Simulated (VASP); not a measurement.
# In3O2 (P-6m2) in VASP: a series of runs

In3O2 is run at these levels: PBE; tasks: single point, relaxation of cell and atoms.

All numbers are computed with VASP 6.6.1; they aren't measurements. Logs are shortened: lines on timing, memory, paths and dates and some standing lists are left out, and cuts for length are marked.

### 1 The cell of the first run

Symmetry: P-6m2, No. 187, hexagonal system. The conventional cell has a = 3.587 Å, b = 3.587 Å, c = 9.934 Å, α = 90.00°, β = 90.00°, γ = 120.00°. In (site symmetry 3m) has 3 O at 2.57 Å and 1 In at 3.06 Å within 3.4 Å. Within 2.7 Å of In (site symmetry -6m2) lie 3 O at 2.07 Å. O (site symmetry -6m2) has 6 In at 2.57 Å within 3.4 Å. O (site symmetry -6m2) has 3 In at 2.07 Å within 2.7 Å.

The cell was built from a structure type or drawn by symmetry, and may not be a known phase.

### 2 Single point, PBE

INCAR

```
PREC = Accurate ; ENCUT = 520
EDIFF = 1E-7 ; ISMEAR = 0
SIGMA = 0.1 ; LREAL = False
LASPH = True ; NELM = 100
ALGO = Normal ; ISIF = 2
LWAVE = False ; LCHARG = False
GGA = PE ; NBANDS = 34
```

KPOINTS

```
regular mesh
0
Gamma
  12 12 4
```

POSCAR

```
In3O2
1.0
    3.5874032320      0.0000000000      0.0000000000
   -1.7937016160      3.1067823325      0.0000000000
    0.0000000000      0.0000000000      9.9336433846
In O
3 2
Direct
    0.0000000000      0.0000000000      0.6539896357
    0.0000000000      0.0000000000      0.3460103643
    0.6666666667      0.3333333333      0.0000000000
    0.6666666667      0.3333333333      0.5000000000
    0.3333333333      0.6666666667      0.0000000000
```

Potentials or basis: VASP PAW PBE potentials, release 64 (In_d, O).

Command:

```bash
$ cat potpaw_PBE.64/In_d/POTCAR potpaw_PBE.64/O/POTCAR > POTCAR
$ mpirun -np 1 vasp_std > vasp.out
```

OUTCAR:

```text
PREC = Accurate
   ENCUT = 520
   EDIFF = 1E-7
   ISMEAR = 0
   LREAL = False
   LASPH = True
   NELM = 100
   ISIF = 2
   GGA = PE

 ion  position               nearest neighbor table
   1  0.000  0.000  0.654-   4 2.57   4 2.57   4 2.57   2 3.06   3 4.01   3 4.01   3 4.01
   2  0.000  0.000  0.346-   4 2.57   4 2.57   4 2.57   1 3.06   3 4.01   3 4.01   3 4.01
   3  0.667  0.333  0.000-   5 2.07   5 2.07   5 2.07   1 4.01   2 4.01   1 4.01   2 4.01   1 4.01
                             2 4.01
   4  0.667  0.333  0.500-   1 2.57   2 2.57   1 2.57   2 2.57   1 2.57   2 2.57
   5  0.333  0.667  0.000-   3 2.07   3 2.07   3 2.07

  LATTYP: Found a hexagonal cell.
 ALAT       =     3.5874032320
 C/A-ratio  =     2.7690345195

  Lattice vectors:

 A1 = (   3.5874032320,   0.0000000000,   0.0000000000)
 A2 = (  -1.7937016160,   3.1067823325,   0.0000000000)
 A3 = (   0.0000000000,   0.0000000000,   9.9336433846)

Analysis of symmetry for initial positions (statically):
=====================================================================
 Subroutine PRICEL returns:
 Original cell was already a primitive cell.

 Routine SETGRP: Setting up the symmetry group for a
 hexagonal supercell.

 Subroutine GETGRP returns: Found 12 space group operations
 (whereof 12 operations were pure point group operations)
 out of a pool of 24 trial point group operations.

The static configuration has the point symmetry D_3h.

Analysis of symmetry for dynamics (positions and initial velocities):
=====================================================================
 Subroutine PRICEL returns:
 Original cell was already a primitive cell.

 Routine SETGRP: Setting up the symmetry group for a
 hexagonal supercell.

 Subroutine GETGRP returns: Found 12 space group operations
 (whereof 12 operations were pure point group operations)
 out of a pool of 24 trial point group operations.

The dynamic configuration has the point symmetry D_3h.

 Subroutine INISYM returns: Found 12 space group operations
 (whereof 12 operations are pure point group operations),
 and found     1 'primitive' translations

----------------------------------------------------------------------------------------

                                     Primitive cell

  volume of cell :     110.7132

  direct lattice vectors                    reciprocal lattice vectors
     3.587403232  0.000000000  0.000000000     0.278753164  0.160938214  0.000000000
    -1.793701616  3.106782332  0.000000000     0.000000000  0.321876428  0.000000000
     0.000000000  0.000000000  9.933643385     0.000000000  0.000000000  0.100667999

  length of vectors
     3.587403232  3.587403232  9.933643385     0.321876428  0.321876428  0.100667999

  position of ions in fractional coordinates (direct lattice)
     0.000000000  0.000000000  0.653989636
     0.000000000  0.000000000  0.346010364
     0.666666667  0.333333333  0.000000000
     0.666666667  0.333333333  0.500000000
     0.333333333  0.666666667  0.000000000

  ion indices of the primitive-cell ions
   primitive index   ion index
                 1           1
                 2           2
                 3           3
                 4           4
                 5           5

----------------------------------------------------------------------------------------

 KPOINTS: regular mesh

Automatic generation of k-mesh.
 Grid dimensions read from file:
 generate k-points for:   12   12    4

 Generating k-lattice:

  Cartesian coordinates                     Fractional coordinates (reciprocal lattice)
     0.023229430  0.013411518  0.000000000     0.083333333  0.000000000  0.000000000
     0.000000000  0.026823036  0.000000000     0.000000000  0.083333333  0.000000000
     0.000000000  0.000000000  0.025167000     0.000000000  0.000000000  0.250000000

  Length of vectors
     0.026823036  0.026823036  0.025167000

  Shift w.r.t. Gamma in fractional coordinates (k-lattice)
     0.000000000  0.000000000  0.000000000

 Subroutine IBZKPT returns following result:
 ===========================================

 Found     57 irreducible k-points:

 Following reciprocal coordinates:
            Coordinates               Weight
  0.000000  0.000000  0.000000      1.000000
  0.083333  0.000000  0.000000      6.000000
  0.166667 -0.000000  0.000000      6.000000
  0.250000  0.000000  0.000000      6.000000
  0.333333 -0.000000  0.000000      6.000000
  0.416667  0.000000  0.000000      6.000000
[... 16 lines left out ...]
  0.250000  0.000000  0.250000     12.000000
  0.333333 -0.000000  0.250000     12.000000
 [... further k-points ...]
   k-points           NKPTS =     57   k-points in BZ     NKDIM =     57   number of bands    NBANDS=     34
   number of dos      NEDOS =    301   number of ions     NIONS =      5
   total plane-waves  NPLWV =  62720
   dimension x,y,z NGX =    28 NGY =   28 NGZ =   80
   dimension x,y,z NGXF=    56 NGYF=   56 NGZF=  160
   ions per type =               3   2
   NGX,Y,Z   is equivalent  to a cutoff of  12.98, 12.98, 13.39 a.u.
   NGXF,Y,Z  is equivalent  to a cutoff of  25.95, 25.95, 26.78 a.u.
 SYSTEM =  unknown system
   PREC   = accura    normal or accurate (medium, high low for compatibility)
   ISTART =      0    job   : 0-new  1-cont  2-samecut
   ICHARG =      2    charge: 1-file 2-atom 10-const
   ISPIN  =      1    spin polarized calculation?
   LNONCOLLINEAR =      F non collinear calculations
   LSORBIT =      F    spin-orbit coupling
   LASPH  =      T    aspherical Exc in radial PAW
   ENCUT  =  520.0 eV  38.22 Ry    6.18 a.u.   6.67  6.67 18.47*2*pi/ulx,y,z
   NELM   =    100;   NELMIN=  2; NELMDL= -5     # of ELM steps
   EDIFF  = 0.1E-06   stopping-criterion for ELM
   LREAL  =      F    real-space projection
   EDIFFG = 0.1E-05   stopping-criterion for IOM
   NSW    =      0    number of steps for IOM
   IBRION =     -1    ionic relax: 0-MD 1-quasi-New 2-CG
   NFREE  =      0    steps in history (QN), initial steepest desc. (CG)
   ISIF   =      2    stress and relaxation
   ISYM   =      2    0-nonsym 1-usesym 2-fastsym
   POTIM  = 0.5000    time-step for ionic-motion
   TEBEG  =    0.0;   TEEND  =   0.0 temperature during run
   PSTRESS=    0.0 pullay stress
   NELECT =      51.0000    total number of electrons
   NUPDOWN=      -1.0000    fix difference up-down
   EMIN   =  10.00;   EMAX   =-10.00  energy-range for DOS
   EFERMI =   0.00;   METHOD = LEGACY
   ISMEAR =     0;   SIGMA  =   0.10  broadening in eV -4-tet -1-fermi 0-gaus
   EFERMI_NEDOS =   21; number of points for ismear=-14 and -15
   IALGO  =     38    algorithm
   IMIX   =      4    mixing-type and parameters
     AMIX     =   0.40;   BMIX     =  1.00
     AMIX_MAG =   1.60;   BMIX_MAG =  1.00
  volume/ion in A,a.u.               =      22.14       149.43
  Fermi-wavevector in a.u.,A,eV,Ry     =   1.264343  2.389262 21.749785  1.598564
  Thomas-Fermi vector in A             =   2.397653
   LORBIT       =      0    0 simple, 1 ext, 2 COOP (PROOUT), +10 PAW based schemes
   GGA     = PE    functional components
   LHFCALC =     F    Hartree Fock is set to
   AEXX    =    0.0000 exact exchange contribution
   IVDW    =     0    specifies the selected vdW correction
   LEPSILON=     F    determine dielectric tensor
   LRPA    =     F    only Hartree local field effects (RPA)
 non-spin polarized calculation
 Gauss-broadening in eV      SIGMA  =   0.10
  energy-cutoff  :      520.00
  volume of cell :      110.71
 maximum number of plane-waves:      3025
 NGX is ok and might be reduce to    28
   NGX = 13   NGY = 13   NGZ = 37

 number of electron      50.9999999 magnetization

 Free energy of the ion-electron system (eV)
  ---------------------------------------------------
  ext. energy  EPLUGINS =         0.00000000
  ---------------------------------------------------
  free energy    TOTEN  =       -20.80449514 eV

  energy without entropy =      -20.79600686  energy(sigma->0) =      -20.80025100

 E-fermi :   5.5875     XC(G=0):  -9.4378

 val. band max:        5.5604360682   @ k =   0.4167   0.0000   0.0000
 cond. band min:       5.5932669318   @ k =   0.1667   0.1667   0.5000
 fundamental gap:      0.0328308636
 Fermi energy:         5.5875228126

 k-point     1 :       0.0000    0.0000    0.0000
  band No.  band energies     occupation
      1     -14.6772      2.00000
      2     -12.4591      2.00000
      3      -9.9485      2.00000
      4      -9.9485      2.00000
      5      -9.6044      2.00000
      6      -9.6044      2.00000
[... 26 lines left out ...]
     33      13.4354      0.00000
     34      13.9150      0.00000

 k-point     2 :       0.0833    0.0000    0.0000
  band No.  band energies     occupation
      1     -14.6588      2.00000
      2     -12.4487      2.00000
      3      -9.9466      2.00000
      4      -9.9256      2.00000
      5      -9.6139      2.00000
      6      -9.6059      2.00000
[... 26 lines left out ...]
     33      13.1025      0.00000
     34      13.5362      0.00000

 k-point     3 :       0.1667   -0.0000    0.0000
  band No.  band energies     occupation
      1     -14.6099      2.00000
      2     -12.4209      2.00000
      3      -9.9338      2.00000
      4      -9.8621      2.00000
      5      -9.6396      2.00000
      6      -9.6099      2.00000
[... 26 lines left out ...]
     33      12.7700      0.00000
     34      12.9026      0.00000
[... 704 lines left out ...]
 k-point    23 :       0.2500    0.0000    0.2500
  band No.  band energies     occupation
      1     -14.5456      2.00000
      2     -12.3836      2.00000
      3      -9.8995      2.00000
      4      -9.7728      2.00000
      5      -9.6742      2.00000
      6      -9.6154      2.00000
[... 26 lines left out ...]
     33      11.9281      0.00000
     34      12.0232      0.00000

 k-point    24 :       0.3333   -0.0000    0.2500
  band No.  band energies     occupation
      1     -14.4847      2.00000
      2     -12.3474      2.00000
      3      -9.8483      2.00000
      4      -9.7078      2.00000
      5      -9.6803      2.00000
      6      -9.6210      2.00000
[... 26 lines left out ...]
     33      11.5451      0.00000
     34      11.6996      0.00000

 [... further k-points ...]

------------------------ aborting loop because EDIFF is reached ----------------------------------------

  FORCE on cell =-STRESS in cart. coord.  units (eV):
  Direction    XX          YY          ZZ          XY          YZ          ZX
  --------------------------------------------------------------------------------------
  -------------------------------------------------------------------------------------
  Total        0.1042031      0.1042031     -0.0486477      0.0000000      0.0000000      0.0000000
  in kB        1.5079667      1.5079667     -0.7040012      0.0000000      0.0000000      0.0000000
  external PRESSURE =       0.7706441 kB  Pullay stress =       0.0000000 kB

 VOLUME and BASIS-vectors are now :
 -----------------------------------------------------------------------------
  energy-cutoff  :      520.00
  volume of cell :      110.71
      direct lattice vectors                 reciprocal lattice vectors
     3.587403232  0.000000000  0.000000000     0.278753164  0.160938214  0.000000000
    -1.793701616  3.106782332  0.000000000     0.000000000  0.321876428  0.000000000
     0.000000000  0.000000000  9.933643385     0.000000000  0.000000000  0.100667999

 POSITION                                       TOTAL-FORCE (eV/Angst)
 -----------------------------------------------------------------------------------
      0.00000      0.00000      6.49650        -0.000000      0.000000      0.016105
      0.00000      0.00000      3.43714        -0.000000     -0.000000     -0.016105
      1.79370      1.03559      0.00000         0.000000     -0.000000      0.000000
      1.79370      1.03559      4.96682        -0.000000      0.000000      0.000000
     -0.00000      2.07119      0.00000         0.000000     -0.000000      0.000000
 -----------------------------------------------------------------------------------
    total drift:                                0.000003     -0.000002      0.000000

  FREE ENERGIE OF THE ION-ELECTRON SYSTEM (eV)
  ---------------------------------------------------
  free  energy   TOTEN  =       -20.8044951410 eV

  energy  without entropy=      -20.7960068615  energy(sigma->0) =      -20.80025100
```

Run time: 2.7 min. Hardware: 1 thread of Intel Xeon 6975P-C (Granite Rapids), shared host; peak memory 0.33 GiB.

What came out:

```
Free energy            : -20.8045 eV
Pressure               : 0.1 GPa
Largest force          : 0.016 eV/Å
Band gap on the k mesh : zero (an odd number of electrons rules out a gap without spin polarisation)
```

Forces on the atoms (eV/Å):
```
In   0.000  0.000  0.016
In   0.000  0.000 -0.016
In   0.000  0.000  0.000
O    0.000  0.000  0.000
O    0.000  0.000  0.000
```

Caveat: spin-orbit coupling is left out, which moves the levels of the heavy elements; an odd number of electrons without spin polarisation forces a metal; a magnetic or distorted state may lie lower.

(Part 1 of 3 ends here.)
